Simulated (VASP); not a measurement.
# HC32 (a cell with a defect) in VASP: single point with PBE+D3(BJ)

Aim: the single point of HC32 (a cell with a defect) with PBE+D3(BJ).

All numbers are computed with VASP 6.6.1; they aren't measurements. Logs are shortened: lines on timing, memory, paths and dates and some standing lists are left out, and cuts for length are marked.

## 1. The cell of the first run

The cell holds a defect, 33 atoms: a = 7.135 Å, b = 7.433 Å, c = 7.433 Å, α = 70.11°, β = 61.32°, γ = 61.32°.

## 2. Single point, PBE+D3(BJ)

Input file INCAR:

```
PREC = Accurate ; ENCUT = 520
EDIFF = 1E-6 ; ISMEAR = 0
SIGMA = 0.1 ; LREAL = Auto
LASPH = T ; NELM = 80
ALGO = Normal ; ISIF = 2
LWAVE = F ; LCHARG = F
GGA = PE ; IVDW = 12
NBANDS = 86
```

Input file KPOINTS:

```
Automatic mesh
0
Gamma
  4 4 4
```

Input file POSCAR:

```
HC32
1.0
    0.0000000000      0.0000000000      7.1348525476
   -4.9294762873      4.2690516923      3.5674262738
   -4.9294762874     -4.2690516922      3.5674262738
C H
32 1
Direct
    0.3749424661      0.5404263415      0.7088972460
    0.8725955035      0.5421332336      0.7087020764
    0.2495807257      0.9186894888      0.5825752640
    0.7469669857      0.9167103818      0.5838015527
    0.1216002230      0.2933139127      0.4566876665
    0.6210022156      0.2915029887      0.4584953447
   -0.0019083366      0.6682119569      0.3337301790
    0.5015220563      0.6665094068      0.3347415806
    0.3734157582      0.0412961388      0.2078682609
    0.8743410648      0.0411004171      0.2095692135
    0.2499777839      0.4162652577      0.0817888675
    0.7527797577      0.4152595772      0.0834919852
    0.1712342312      0.7919737509      0.9580038323
    0.6278094377      0.7912453213      0.9587555910
    1.0008632503      0.1674243614      0.8313111457
    0.4974470369      0.1661970657      0.8332906512
    0.4958931414      0.3324540389      0.6667093028
   -0.0037414893      0.3344823179      0.6655279697
    0.3774158103      0.7084181546      0.5412423855
    0.8705825402      0.7090073546      0.5424298449
    0.2462553778      0.0844724623      0.4155185826
    0.7450993263      0.0832896246      0.4175420776
    0.1249885054      0.4590535942      0.2909471735
    0.6251408712      0.4576153744      0.2923864077
    0.5024283422      0.8335055217      0.1672940993
    0.0022593385      0.8346803268      0.1713892252
    0.3719784456      0.2075668561      0.0409940312
    0.8771092739      0.2087597092      0.0415823004
    0.2582404435      0.5786017535      0.9153165800
    0.7532273559      0.5827087030      0.9164947761
    0.1307515850      0.9627461969      0.7872528897
    0.6252496331      0.9579521809      0.7920481228
    0.3296618544     -0.2087649660     -0.0414242891
```

Potentials or basis: VASP PAW PBE potentials, release 64 (C, H).

On the command line:

```
$ cat potpaw_PBE.64/C/POTCAR potpaw_PBE.64/H/POTCAR > POTCAR
$ mpirun -np 1 vasp_std > vasp.out
```

OUTCAR:

```text
PREC = Accurate
   ENCUT = 520
   EDIFF = 1E-6
   ISMEAR = 0
   LREAL = Auto
   LASPH = T
   NELM = 80
   ISIF = 2
   GGA = PE
   IVDW = 12
 IVDW          = 12

 ion  position               nearest neighbor table
   1  0.375  0.540  0.709-  29 1.40  17 1.42  19 1.43
   2  0.873  0.542  0.709-  30 1.42  18 1.42  20 1.42
   3  0.250  0.919  0.583-  31 1.41  21 1.42  19 1.43
   4  0.747  0.917  0.584-  20 1.42  22 1.42  32 1.42
   5  0.122  0.293  0.457-  23 1.42  18 1.43  21 1.43
   6  0.621  0.292  0.458-  24 1.42  17 1.42  22 1.42
   7  0.998  0.668  0.334-  26 1.40  20 1.42  23 1.43
   8  0.502  0.667  0.335-  19 1.41  25 1.43  24 1.43
   9  0.373  0.041  0.208-  25 1.42  21 1.42  27 1.42
  10  0.874  0.041  0.210-  26 1.40  22 1.42  28 1.43
  11  0.250  0.416  0.082-  29 1.40  27 1.42  23 1.43
  12  0.753  0.415  0.083-  28 1.41  30 1.43  24 1.43
  13  0.171  0.792  0.958-  33 1.13  31 1.49  26 1.49  29 1.49
  14  0.628  0.791  0.959-  32 1.42  30 1.43  25 1.43
  15  0.001  0.167  0.831-  31 1.41  18 1.42  28 1.43
  16  0.497  0.166  0.833-  27 1.42  17 1.42  32 1.42
  17  0.496  0.332  0.667-   6 1.42  16 1.42   1 1.42
  18  0.996  0.334  0.666-  15 1.42   2 1.42   5 1.43
  19  0.377  0.708  0.541-   8 1.41   1 1.43   3 1.43
[... 11 lines left out ...]
  31  0.131  0.963  0.787-   3 1.41  15 1.41  13 1.49
  32  0.625  0.958  0.792-  16 1.42   4 1.42  14 1.42
  33  0.330  0.791  0.959-  13 1.13

  LATTYP: Found a body centered orthorhombic cell.
 ALAT       =     7.1348525476
 B/A-ratio  =     1.1966755203
 C/A-ratio  =     1.3818018675

  Lattice vectors:

 A1 = (   4.9294762873,  -4.2690516923,  -3.5674262738)
 A2 = (   4.9294762874,   4.2690516922,   3.5674262738)
 A3 = (  -4.9294762874,  -4.2690516922,   3.5674262738)

Analysis of symmetry for initial positions (statically):
=====================================================================
 Subroutine PRICEL returns:
 Original cell was already a primitive cell.

 Routine SETGRP: Setting up the symmetry group for a
 body centered orthorhombic supercell.

 Subroutine GETGRP returns: Found  1 space group operations
 (whereof  1 operations were pure point group operations)
 out of a pool of  8 trial point group operations.

The static configuration has the point symmetry C_1 .

Analysis of symmetry for dynamics (positions and initial velocities):
=====================================================================
 Subroutine PRICEL returns:
 Original cell was already a primitive cell.

 Routine SETGRP: Setting up the symmetry group for a
 body centered orthorhombic supercell.

 Subroutine GETGRP returns: Found  1 space group operations
 (whereof  1 operations were pure point group operations)
 out of a pool of  8 trial point group operations.

The dynamic configuration has the point symmetry C_1 .

 Subroutine INISYM returns: Found  1 space group operations
 (whereof  1 operations are pure point group operations),
 and found     1 'primitive' translations

----------------------------------------------------------------------------------------

                                     Primitive cell

  volume of cell :     300.2944

  direct lattice vectors                    reciprocal lattice vectors
     0.000000000  0.000000000  7.134852548     0.101430653 -0.000000000  0.140157066
    -4.929476287  4.269051692  3.567426274    -0.101430653  0.117122030  0.000000000
    -4.929476287 -4.269051692  3.567426274    -0.101430653 -0.117122030  0.000000000

  length of vectors
     7.134852548  7.433106285  7.433106285     0.173009192  0.154937882  0.154937882

  position of ions in fractional coordinates (direct lattice)
     0.374942466  0.540426342  0.708897246
     0.872595504  0.542133234  0.708702076
     0.249580726  0.918689489  0.582575264
     0.746966986  0.916710382  0.583801553
     0.121600223  0.293313913  0.456687667
     0.621002216  0.291502989  0.458495345
[... 25 lines left out ...]
     0.625249633  0.957952181  0.792048123
     0.329661854  0.791235034  0.958575711

  ion indices of the primitive-cell ions
   primitive index   ion index
                 1           1
                 2           2
                 3           3
                 4           4
                 5           5
                 6           6
[... 25 lines left out ...]
                32          32
                33          33

----------------------------------------------------------------------------------------

 KPOINTS: Automatic mesh

Automatic generation of k-mesh.
 Grid dimensions read from file:
 generate k-points for:    4    4    4

 Generating k-lattice:

  Cartesian coordinates                     Fractional coordinates (reciprocal lattice)
     0.025357663 -0.000000000  0.035039267     0.250000000  0.000000000  0.000000000
    -0.025357663  0.029280507  0.000000000     0.000000000  0.250000000  0.000000000
    -0.025357663 -0.029280507  0.000000000     0.000000000  0.000000000  0.250000000

  Length of vectors
     0.043252298  0.038734471  0.038734471

  Shift w.r.t. Gamma in fractional coordinates (k-lattice)
     0.000000000  0.000000000  0.000000000

 Subroutine IBZKPT returns following result:
 ===========================================

 Found     36 irreducible k-points:

 Following reciprocal coordinates:
            Coordinates               Weight
  0.000000  0.000000  0.000000      1.000000
  0.250000  0.000000  0.000000      2.000000
  0.250000  0.250000  0.250000      2.000000
  0.500000  0.000000  0.000000      1.000000
  0.500000  0.500000  0.500000      1.000000
  0.000000  0.250000  0.000000      2.000000
[... 16 lines left out ...]
 -0.250000 -0.250000  0.250000      2.000000
  0.500000  0.500000  0.000000      1.000000
 [... further k-points ...]
   k-points           NKPTS =     36   k-points in BZ     NKDIM =     36   number of bands    NBANDS=     86
   number of dos      NEDOS =    301   number of ions     NIONS =     33
   total plane-waves  NPLWV = 169344
   dimension x,y,z NGX =    54 NGY =   56 NGZ =   56
   dimension x,y,z NGXF=   108 NGYF=  112 NGZF=  112
   ions per type =              32   1
   NGX,Y,Z   is equivalent  to a cutoff of  12.58, 12.52, 12.52 a.u.
   NGXF,Y,Z  is equivalent  to a cutoff of  25.16, 25.05, 25.05 a.u.
 SYSTEM =  unknown system
   PREC   = accura    normal or accurate (medium, high low for compatibility)
   ISTART =      0    job   : 0-new  1-cont  2-samecut
   ICHARG =      2    charge: 1-file 2-atom 10-const
   ISPIN  =      1    spin polarized calculation?
   LNONCOLLINEAR =      F non collinear calculations
   LSORBIT =      F    spin-orbit coupling
   LASPH  =      T    aspherical Exc in radial PAW
   ENCUT  =  520.0 eV  38.22 Ry    6.18 a.u.  13.27 13.82 13.82*2*pi/ulx,y,z
   NELM   =     80;   NELMIN=  2; NELMDL= -5     # of ELM steps
   EDIFF  = 0.1E-05   stopping-criterion for ELM
   LREAL  =      T    real-space projection
   EDIFFG = 0.1E-04   stopping-criterion for IOM
   NSW    =      0    number of steps for IOM
   IBRION =     -1    ionic relax: 0-MD 1-quasi-New 2-CG
   NFREE  =      0    steps in history (QN), initial steepest desc. (CG)
   ISIF   =      2    stress and relaxation
   ISYM   =      2    0-nonsym 1-usesym 2-fastsym
   POTIM  = 0.5000    time-step for ionic-motion
   TEBEG  =    0.0;   TEEND  =   0.0 temperature during run
   PSTRESS=    0.0 pullay stress
   NELECT =     129.0000    total number of electrons
   NUPDOWN=      -1.0000    fix difference up-down
   EMIN   =  10.00;   EMAX   =-10.00  energy-range for DOS
   EFERMI =   0.00;   METHOD = LEGACY
   ISMEAR =     0;   SIGMA  =   0.10  broadening in eV -4-tet -1-fermi 0-gaus
   EFERMI_NEDOS =   21; number of points for ismear=-14 and -15
   IALGO  =     38    algorithm
   IMIX   =      4    mixing-type and parameters
     AMIX     =   0.40;   BMIX     =  1.00
     AMIX_MAG =   1.60;   BMIX_MAG =  1.00
  volume/ion in A,a.u.               =       9.10        61.41
  Fermi-wavevector in a.u.,A,eV,Ry     =   1.235252  2.334288 20.760426  1.525848
  Thomas-Fermi vector in A             =   2.369909
   LORBIT       =      0    0 simple, 1 ext, 2 COOP (PROOUT), +10 PAW based schemes
   GGA     = PE    functional components
   LHFCALC =     F    Hartree Fock is set to
   AEXX    =    0.0000 exact exchange contribution
   IVDW    =    12    specifies the selected vdW correction
   LEPSILON=     F    determine dielectric tensor
   LRPA    =     F    only Hartree local field effects (RPA)
 non-spin polarized calculation
 Gauss-broadening in eV      SIGMA  =   0.10
  energy-cutoff  :      520.00
  volume of cell :      300.29
 maximum number of plane-waves:      8118
 NGX is ok and might be reduce to    54
   NGX = 27   NGY = 27   NGZ = 27

 number of electron     128.9999991 magnetization

 Free energy of the ion-electron system (eV)
  ---------------------------------------------------
  ext. energy  EPLUGINS =         0.00000000
  ---------------------------------------------------
  free energy    TOTEN  =      -296.75818738 eV

  energy without entropy =     -296.73401655  energy(sigma->0) =     -296.74610197

 E-fermi :   4.3727     XC(G=0):  -9.9463

 val. band max:        4.3557567492   @ k =   0.5000   0.2500   0.2500
 cond. band min:       4.3830659582   @ k =   0.0000  -0.2500   0.2500
 fundamental gap:      0.0273092090
 Fermi energy:         4.3727475276

 k-point     1 :       0.0000    0.0000    0.0000
  band No.  band energies     occupation
      1     -15.3913      2.00000
      2     -14.0943      2.00000
      3     -14.0888      2.00000
      4     -13.7451      2.00000
      5     -13.7111      2.00000
      6     -12.8828      2.00000
[... 68 lines left out ...]
     75       9.8466      0.00000
     76       9.8568      0.00000

 k-point     2 :       0.2500    0.0000    0.0000
  band No.  band energies     occupation
      1     -15.2933      2.00000
      2     -14.5988      2.00000
      3     -13.7070      2.00000
      4     -13.6736      2.00000
      5     -13.5098      2.00000
      6     -13.2978      2.00000
[... 1730 lines left out ...]
 k-point    24 :       0.5000    0.5000    0.0000
  band No.  band energies     occupation
      1     -14.9283      2.00000
      2     -14.9173      2.00000
      3     -13.8568      2.00000
      4     -13.8477      2.00000
      5     -13.8029      2.00000
      6     -13.7876      2.00000
[... 68 lines left out ...]
     75       9.8706      0.00000
     76      10.5816      0.00000

 [... further k-points ...]

 [bands above 76 left out]

------------------------ aborting loop because EDIFF is reached ----------------------------------------

 Edisp (eV)   -4.73858

 E8    (eV) :    -1.3263

  FORCE on cell =-STRESS in cart. coord.  units (eV):
  Direction    XX          YY          ZZ          XY          YZ          ZX
  --------------------------------------------------------------------------------------
  -------------------------------------------------------------------------------------
  Total       4.91492     4.44197    -0.36626    -0.00394     0.01379     0.00206
  in kB      26.22285    23.69949    -1.95414    -0.02104     0.07355     0.01100
  external pressure =       15.99 kB  Pullay stress =        0.00 kB

 VOLUME and BASIS-vectors are now :
 -----------------------------------------------------------------------------
  energy-cutoff  :      520.00
  volume of cell :      300.29
      direct lattice vectors                 reciprocal lattice vectors
     0.000000000  0.000000000  7.134852548     0.101430653 -0.000000000  0.140157066
    -4.929476287  4.269051692  3.567426274    -0.101430653  0.117122030  0.000000000
    -4.929476287 -4.269051692  3.567426274    -0.101430653 -0.117122030  0.000000000

 POSITION                                       TOTAL-FORCE (eV/Angst)
 -----------------------------------------------------------------------------------
     -6.15851     -0.71921      7.13203         0.002057      0.007817     -0.000477
     -6.16596     -0.71109     10.68810        -0.001307      0.004799      0.000779
     -7.40045      1.43489      7.13637         0.001171      0.002536     -0.000762
     -7.39674      1.42121     10.68247        -0.000511      0.005648      0.002703
     -3.69712     -0.69745      3.54317        -0.000740      0.000689     -0.001568
     -3.69710     -0.71290      7.10632         0.000487      0.009634     -0.000964
[... 25 lines left out ...]
     -8.62658      0.70825     10.70406        -0.000997     -0.004620     -0.003149
     -8.62565     -0.71439      8.59441        -0.001603      0.000147      0.023515
 -----------------------------------------------------------------------------------
    total drift:                               -0.012752      0.000362      0.013899

  FREE ENERGIE OF THE ION-ELECTRON SYSTEM (eV)
  ---------------------------------------------------
  free  energy   TOTEN  =      -301.4967670046 eV

  energy  without entropy=     -301.4725961693  energy(sigma->0) =     -301.48468159
```

Run time: 12 min. Hardware: 1 thread of Intel Xeon 6975P-C (Granite Rapids), shared host; peak memory 0.75 GiB.

What came out:

- Free energy: -301.4968 eV
- Pressure: 1.6 GPa
- Largest force: 0.024 eV/Å
- Band gap on the k mesh: zero (an odd number of electrons rules out a gap without spin polarisation)
- Dispersion energy per atom: -0.144 eV

Forces on the atoms (eV/Å):
```
C    0.002  0.008  0.000
C   -0.001  0.005  0.001
C    0.001  0.003 -0.001
C   -0.001  0.006  0.003
C   -0.001  0.001 -0.002
C    0.000  0.010 -0.001
C    0.003 -0.010 -0.003
C    0.001  0.001  0.001
C    0.002 -0.001  0.000
C   -0.002  0.004  0.000
C    0.001 -0.003 -0.002
C   -0.002  0.012 -0.001
C    0.003  0.005  0.000
C    0.000  0.001  0.002
C   -0.001 -0.006 -0.002
C    0.003  0.001 -0.002
C    0.003 -0.004 -0.005
C    0.001  0.001 -0.002
C   -0.003 -0.010  0.001
C   -0.004  0.003  0.001
C    0.001 -0.001  0.001
C   -0.001 -0.006  0.002
C    0.001 -0.001 -0.004
C    0.000 -0.001 -0.004
C    0.000 -0.008  0.004
C    0.007  0.009 -0.001
C   -0.001  0.004 -0.002
C    0.001 -0.010  0.002
C   -0.006  0.009 -0.007
C   -0.002 -0.005 -0.002
C   -0.003 -0.013  0.000
C   -0.001 -0.005 -0.003
H   -0.002  0.000  0.024
```
